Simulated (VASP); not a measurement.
Write the native input for VASP 6.6.1 that does the following.

| Item | Value |
| --- | --- |
| Task | single point |
| Functional | PBE |
| Potentials or basis | VASP PAW PBE potentials, release 64 (Bi_d) |
| Cutoff | 500 eV |
| k mesh | 4 × 4 × 4 |
| Occupations | fermi-dirac, width 0.04 eV |
| Spin | no spin polarisation |
| Dipole correction | no |
| Further INCAR settings | ALGO = Normal; EDIFF = 1e-06; NBANDS = 14 |

The structure of Bi lies in POSCAR:

```
Bi
1.0
   -1.9814305318      1.9814305318      1.9814305318
    1.9814305318     -1.9814305318      1.9814305318
    1.9814305318      1.9814305318     -1.9814305318
Bi
1
Direct
    0.0000000000      0.0000000000      0.0000000000
```

These files were run (other wordings do the same):

INCAR

```
PREC = Accurate
ENCUT = 500
EDIFF = 1E-6
ISMEAR = -1
SIGMA = 0.04
LREAL = F
LASPH = T
NELM = 120
ALGO = Normal
ISIF = 2
LWAVE = F
LCHARG = T
GGA = PE
LELF = T
LVHAR = T
NBANDS = 14
GGA_COMPAT = F
```

KPOINTS

```
Automatic mesh
0
Gamma
  4 4 4
```

Potentials or basis: VASP PAW PBE potentials, release 64 (Bi_d).

The run is started by

```bash
$ cat potpaw_PBE.64/Bi_d/POTCAR > POTCAR
$ mpirun -np 1 vasp_std > vasp.out
```

It gave:

```json
{
 "Pressure": "2.3 GPa"
}
```

Caveat: the k points lie up to 0.56 Å⁻¹ apart.

It took 7.1 s on 1 thread of Intel Xeon 8259CL, with other jobs on the host, peak memory 0.15 GiB.
